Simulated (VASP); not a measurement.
# Mg4H in VASP: a series of runs, part 2 of 2

VASP 6.6.1. The steps go on from the part before.

## 3. Relaxation of the atoms, PBEsol

The input, INCAR:

```
SYSTEM = Mg4H
ALGO = Normal ; DIPOL = 0.5 0.5 0.484
EDIFF = 1E-7 ; EDIFFG = -0.03
ENCUT = 520 ; GGA = PS
IBRION = 2 ; IDIPOL = 3
ISIF = 2 ; ISMEAR = 0
LASPH = .TRUE. ; LCHARG = .FALSE.
LDIPOL = .TRUE. ; LREAL = .FALSE.
LWAVE = .FALSE. ; NELM = 100
NSW = 90 ; PREC = Accurate
SIGMA = 0.1
```

The input, KPOINTS:

```
k-points
0
G
  9 9 1
  0 0 0
```

The input, POSCAR:

```
Mg4H
1.0
    3.1881999938      0.0000000000      0.0000000000
   -1.5940999969      2.7610621870      0.0000000000
    0.0000000000      0.0000000000     26.6626988054
Mg H
4 1
Selective dynamics
Direct
    0.6666666667      0.3333333333      0.3187974354  F F F
    0.3333333333      0.6666666667      0.4145954247  F F F
    0.6666666667      0.3333333333      0.5089990241  T T T
    0.3333333333      0.6666666667      0.6063904499  T T T
    0.0000000000      0.0000000000      0.5703850925  T T T
```

Potentials or basis: VASP PAW PBE potentials, release 64 (Mg, H).

Command:

```
> cat potpaw_PBE.64/Mg/POTCAR potpaw_PBE.64/H/POTCAR > POTCAR
> mpirun -np 1 vasp_std > vasp.out
```

OUTCAR:

```text
SYSTEM = Mg4H
   EDIFF = 1E-7
   EDIFFG = -0.03
   ENCUT = 520
   GGA = PS
   IBRION = 2
   ISIF = 2
   ISMEAR = 0
   LASPH = .TRUE.
   LREAL = .FALSE.
   NELM = 100
   NSW = 90
   PREC = Accurate

 ion  position               nearest neighbor table
   1  0.667  0.333  0.319-   2 3.15   2 3.15   2 3.15
   2  0.333  0.667  0.415-   3 3.12   3 3.12   3 3.12   1 3.15   1 3.15   1 3.15
   3  0.667  0.333  0.509-   2 3.12   2 3.12   2 3.12   4 3.18   4 3.18   4 3.18
   4  0.333  0.667  0.606-   5 2.08   5 2.08   5 2.08   3 3.18   3 3.18   3 3.18
   5  0.000  0.000  0.570-   4 2.08   4 2.08   4 2.08

  LATTYP: Found a hexagonal cell.
 ALAT       =     3.1881999938
 C/A-ratio  =     8.3629317035

  Lattice vectors:

 A1 = (   3.1881999938,   0.0000000000,   0.0000000000)
 A2 = (  -1.5940999969,   2.7610621870,   0.0000000000)
 A3 = (   0.0000000000,   0.0000000000,  26.6626988054)

Analysis of symmetry for initial positions (statically):
=====================================================================
 Subroutine PRICEL returns:
 Original cell was already a primitive cell.

 Routine SETGRP: Setting up the symmetry group for a
 hexagonal supercell.

 Subroutine GETGRP returns: Found  6 space group operations
 (whereof  6 operations were pure point group operations)
 out of a pool of 24 trial point group operations.
[... 370 lines left out ...]

 number of electron       9.0000000 magnetization

 dipolmoment           0.000000      0.000000     -0.010703 electrons x Angstroem

 Free energy of the ion-electron system (eV)
  ---------------------------------------------------
  ext. energy  EPLUGINS =         0.00000000
  ---------------------------------------------------
  free energy    TOTEN  =        -9.30078714 eV

  energy without entropy =       -9.28959379  energy(sigma->0) =       -9.29519047

 E-fermi :  -1.1133     XC(G=0):  -4.0580

 val. band max:       -1.2436566730   @ k =   0.3333   0.3333   0.0000
 cond. band min:      -1.0542525113   @ k =   0.3333   0.1111   0.0000
 fundamental gap:      0.1894041618
 Fermi energy:        -1.1133272046

 k-point     1 :       0.0000    0.0000    0.0000
  band No.  band energies     occupation
      1      -9.3849      2.00000
      2      -7.4569      2.00000
      3      -5.8570      2.00000
      4      -4.5782      2.00000
      5      -2.7521      2.00000
      6      -0.2787      0.00000
      7       1.2300      0.00000
      8       2.4770      0.00000
[... 111 lines left out ...]
 k-point    12 :       0.3333    0.3333    0.0000
  band No.  band energies     occupation
      1      -5.6205      2.00000
      2      -1.7284      2.00000
      3      -1.5855      2.00000
      4      -1.2437      1.93469
      5      -1.0152      0.16516
      6      -0.9043      0.00312
      7       0.1655      0.00000
      8       0.8235      0.00000

------------------------ aborting loop because EDIFF is reached ----------------------------------------

 vacuum level on the upper side and lower side of the slab       (xc-potential included)        -0.115         0.100

  FORCE on cell =-STRESS in cart. coord.  units (eV):
  Direction    XX          YY          ZZ          XY          YZ          ZX
  --------------------------------------------------------------------------------------
  -------------------------------------------------------------------------------------
  Total       -1.4680622     -1.4680622      0.0874375      0.0000000      0.0000000     -0.0000000
  in kB      -10.0214182    -10.0214182      0.5968740      0.0000000      0.0000000     -0.0000000
  external PRESSURE =      -6.4819874 kB  Pullay stress =       0.0000000 kB
[... 20 lines left out ...]
  FREE ENERGIE OF THE ION-ELECTRON SYSTEM (eV)
  ---------------------------------------------------
  free  energy   TOTEN  =        -9.3007871433 eV

  energy  without entropy=       -9.2895937913  energy(sigma->0) =       -9.29519047

 reached required accuracy - stopping structural energy minimisation

 vacuum level on the upper side and lower side of the slab         2.544         2.763
```

OSZICAR:

```text
N       E                     dE             d eps       ncg     rms          rms(c)
DAV:   1     0.180786393194E+02    0.18079E+02   -0.26334E+03   192   0.699E+02
DAV:   2    -0.875001027096E+01   -0.26829E+02   -0.25429E+02   312   0.813E+01
DAV:   3    -0.960654031651E+01   -0.85653E+00   -0.85302E+00   264   0.207E+01
[... 148 lines left out ...]
DAV:  10    -0.930078447649E+01   -0.26786E-05   -0.39737E-07   232   0.211E-03    0.285E-04
DAV:  11    -0.930078639810E+01   -0.19216E-05   -0.34885E-07   216   0.184E-03    0.168E-04
DAV:  12    -0.930078680984E+01   -0.41173E-06   -0.41570E-08   216   0.719E-04    0.100E-04
DAV:  13    -0.930078711408E+01   -0.30424E-06   -0.53695E-08   208   0.704E-04    0.669E-05
DAV:  14    -0.930078714331E+01   -0.29235E-07   -0.28769E-09   208   0.228E-04
  10 F= -.93007871E+01 E0= -.92951905E+01  d E =-.421959E-02
```

CONTCAR:

```text
Mg4H
   1.00000000000000
     3.1881999938000001    0.0000000000000000    0.0000000000000000
    -1.5940999969000000    2.7610621869999998    0.0000000000000000
     0.0000000000000000    0.0000000000000000   26.6626988054000016
  Mg              H
     4     1
Selective dynamics
Direct
     0.6666666667000030    0.3333333332999970    0.3187974354000005   F   F   F
     0.3333333332999970    0.6666666667000030    0.4145954247000034   F   F   F
     0.6666666667000030    0.3333333332999970    0.5129796429130774   T   T   T
     0.3333333332999970    0.6666666667000030    0.6178210426359161   T   T   T
     1.0000000000000000    0.0000000000000000    0.5519234777375496   T   T   T

  0.00000000E+00  0.00000000E+00  0.00000000E+00
  0.00000000E+00  0.00000000E+00  0.00000000E+00
  0.00000000E+00  0.00000000E+00  0.00000000E+00
  0.00000000E+00  0.00000000E+00  0.00000000E+00
  0.00000000E+00  0.00000000E+00  0.00000000E+00
```

Run time: 2.9 min. Hardware: 1 thread of Intel Xeon 6975P-C (Granite Rapids), shared host; peak memory 0.34 GiB.

What came out:

| Quantity | Value |
| --- | --- |
| Free energy | -9.3008 eV |
| Energy gained by relaxing | 47.6 meV/atom |
| Ionic steps | 10 |
| Band gap on the k mesh | zero (an odd number of electrons rules out a gap without spin polarisation) |

The path:
| step | energy change (eV) | largest force on free atoms (eV/Å) | pressure (GPa) |
| --- | --- | --- | --- |
| 1 | 0.0000 | 0.4294 | -0.21 |
| 2 | -0.0159 | 0.4495 | -0.27 |
| 3 | -0.0643 | 0.4842 | -0.43 |
| 4 | -0.1508 | 0.4301 | -0.65 |
| 5 | -0.2275 | 0.1747 | -0.78 |
| 6 | -0.2277 | 0.1647 | -0.78 |
| 7 | -0.2340 | 0.0808 | -0.72 |
| 8 | -0.2340 | 0.0787 | -0.71 |
| 9 | -0.2356 | 0.0641 | -0.70 |
| 10 | -0.2382 | 0.0288 | -0.65 |

Final structure:
```
CELL_PARAMETERS angstrom
3.18820 0.00000 0.00000
-1.59410 2.76106 0.00000
0.00000 0.00000 26.66270
ATOMIC_POSITIONS crystal
Mg 0.66667 0.33333 0.31880
Mg 0.33333 0.66667 0.41460
Mg 0.66667 0.33333 0.51298
Mg 0.33333 0.66667 0.61782
H 0.00000 0.00000 0.55192
```

Caveat: the PAW data sets were made with another functional, which shifts forces and pressure a little.

The gap in the log of VASP goes by the Fermi energy; the results here count the filled bands.